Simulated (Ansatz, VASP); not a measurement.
**Two plane-wave programs on Sn**

The input INCAR:

```
PREC = Accurate
ENCUT = 520
EDIFF = 1E-6
ISMEAR = -1
SIGMA = 0.1
LREAL = False
LASPH = True
NELM = 100
ALGO = Normal
ISIF = 2
LWAVE = False
LCHARG = True
GGA = PS
LELF = True
LVHAR = True
NBANDS = 13
```

File KPOINTS:

```
regular mesh
0
Gamma
  8 8 8
```

The input POSCAR:

```
Sn
1.0
   -1.7265400000      1.7755500000      2.3383400000
    1.7265400000     -1.7755500000      2.3383400000
    1.7265400000      1.7755500000     -2.3383400000
Sn
1
Direct
    0.0033238040     -0.0009931105     -0.0019548735
```

Input for Ansatz:

```yaml
crystal:
  lattice:
    - [-1.72654, 1.77555, 2.33834]
    - [1.72654, -1.77555, 2.33834]
    - [1.72654, 1.77555, -2.33834]
  atoms:
    - { symbol: Sn, position: [0.003323804034760497, -0.0009931105435183405, -0.0019548734617855805] }
kpoints:
  mp_grid:
    grid: [8, 8, 8]
hamiltonian:
  xc: pbesol
  pseudopotentials:
    kind: paw
scf:
  occupations:
    method: fermi_dirac
output:
  forces: true
  stress: true
```

Alike in both runs: task single point; functional PBEsol; k mesh 8 × 8 × 8; no spin polarisation.

|  | VASP | Ansatz |
| --- | --- | --- |
| version | VASP 6.6.1 | Ansatz 0.2.0 |
| potentials or method | VASP PAW PBE potentials, release 64 (Sn_d) | plane waves, PAW |
| plane-wave cutoff (eV) | 520 | 420 |
| occupations | fermi-dirac, width 0.1 eV | fermi-dirac |
| valence electrons in the cell | 14 | 14 |

VASP gave:

| Property | Result |
| --- | --- |
| pressure (GPa) | -3.8 |
| traceless stress, the component that is largest in VASP (GPa) | 0.45 |

**Question.** Estimate Ansatz's values.

**Answer.** Pressure (GPa): -3.7; traceless stress, the component that is largest in VASP (GPa): 0.45.

VASP's potentials were made for PBE, not for PBEsol.
